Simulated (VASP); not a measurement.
Sb: single point with r2SCAN

Crystal: Sb.

```
Sb
1.0
     3.35453    0.00000    0.00000
    -1.67727    2.90511    0.00000
     0.00000    0.00000    5.47016
Sb
2
Direct
  0.66667 0.33333 0.75000
  0.33333 0.66667 0.25000
```

```json
{
 "Program": "VASP 6.6.1",
 "Task": "single point",
 "Functional": "r2SCAN",
 "Potentials or basis": "VASP PAW PBE potentials, release 64 (Sb)",
 "Cutoff": "520 eV",
 "k mesh": "10 × 10 × 6",
 "Occupations": "fermi-dirac, width 0.05 eV",
 "Spin": "no spin polarisation",
 "Dipole correction": "no",
 "Further INCAR settings": "ALGO = Normal; EDIFF = 1e-07; NBANDS = 12"
}
```

- Pressure: 1.1 GPa
- Band gap on the k mesh: zero (band 5 reaches 13.26 eV, above the bottom of band 6 at 5.51 eV)

Stress tensor (GPa, compression positive):
```
1.03 0.00 0.00
0.00 1.03 0.00
0.00 0.00 1.13
```

Levels at points of the mesh, in eV from the Fermi level:
```
           k point  band 3  band 4  band 5  band 6  band 7  band 8
(0.00, 0.00, 0.00)   -6.20    3.79    3.79    5.56    5.56    5.84
(0.50, 0.00, 0.00)   -4.52   -3.29   -2.47   -0.10    0.36    3.88
(0.00, 0.00, 0.50)   -0.79   -0.79    4.67    4.67    4.67    4.67
(0.50, 0.00, 0.50)   -5.70   -5.70    1.68    1.68    1.91    1.91
```

Wall time 86 s on 1 thread of Intel(R) Xeon(R) 6975P-C (Granite Rapids) (shared host), peak memory 0.19 GiB.

Caveat: the PAW data sets were made with another functional, which shifts forces and pressure a little; spin-orbit coupling is left out, which moves the levels of the heavy elements.
